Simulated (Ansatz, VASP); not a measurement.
**ZnSe: VASP beside Ansatz**

The input POSCAR:

```
ZnSe
1.0
    0.0000000000      2.8038123728      2.8038123728
    2.8038123728      0.0000000000      2.8038123728
    2.8038123728      2.8038123728      0.0000000000
Zn Se
1 1
Direct
    0.0000000000      0.0000000000      0.0000000000
    0.2500000000      0.2500000000      0.2500000000
```

The input INCAR.step1:

```
SYSTEM = ZnSe
PREC = Accurate ; ENCUT = 520
ISMEAR = 0 ; SIGMA = 0.01
LREAL = .False. ; LASPH = .True.
NELM = 60 ; NBANDS = 16
GGA = PE ; ALGO = Normal
EDIFF = 1E-4 ; LWAVE = .True.
LCHARG = .False.
```

File INCAR.step2:

```
SYSTEM = ZnSe
PREC = Accurate ; ENCUT = 520
EDIFF = 1E-7 ; ISMEAR = 0
SIGMA = 0.01 ; LREAL = .False.
LASPH = .True. ; NELM = 60
ALGO = Normal ; ISIF = 2
LWAVE = .False. ; LCHARG = .False.
METAGGA = R2SCAN ; LMIXTAU = .True.
NBANDS = 16 ; ISTART = 1
```

KPOINTS

```
Automatic mesh
0
Gamma
  6 6 6
  0 0 0
```

Input for Ansatz:

```yaml
crystal:
  lattice:
    - [0.0, 2.8038123728, 2.8038123728]
    - [2.8038123728, 0.0, 2.8038123728]
    - [2.8038123728, 2.8038123728, 0.0]
  atoms:
    - { symbol: Zn, position: [0.0, 0.0, 0.0] }
    - { symbol: Se, position: [0.25, 0.25, 0.25] }
kpoints:
  mp_grid: { grid: [6, 6, 6] }
hamiltonian:
  xc: r2scan
scf:
  occupations: { method: fixed }
  n_extra_bands: 4
output:
  forces: true
  stress: true
  eigenvalues: true
```

Alike in both runs: task single point; functional r2SCAN; k mesh 6 × 6 × 6; no spin polarisation.

|  | VASP | Ansatz |
| --- | --- | --- |
| version | VASP 6.6.1 | Ansatz 0.2.0 |
| potentials or method | VASP PAW PBE potentials, release 64 (Zn, Se) | plane waves, PAW |
| plane-wave cutoff (eV) | 520 | 500 |
| occupations | gaussian, width 0.01 eV | fixed |
| valence electrons in the cell | 18 | 28 |

|  | VASP | Ansatz | Ansatz less VASP |
| --- | --- | --- | --- |
| gap on the k mesh at the Fermi level (eV) | 2.01 | 2.00 | -0.006 |
| pressure (GPa) | 2.3 | 2.2 | -0.12 |

VASP's potentials were made for PBE, not for r2SCAN. VASP's potentials hold 18 valence electrons a cell and Ansatz's 28, so a difference there can come from the potentials and not from the codes.
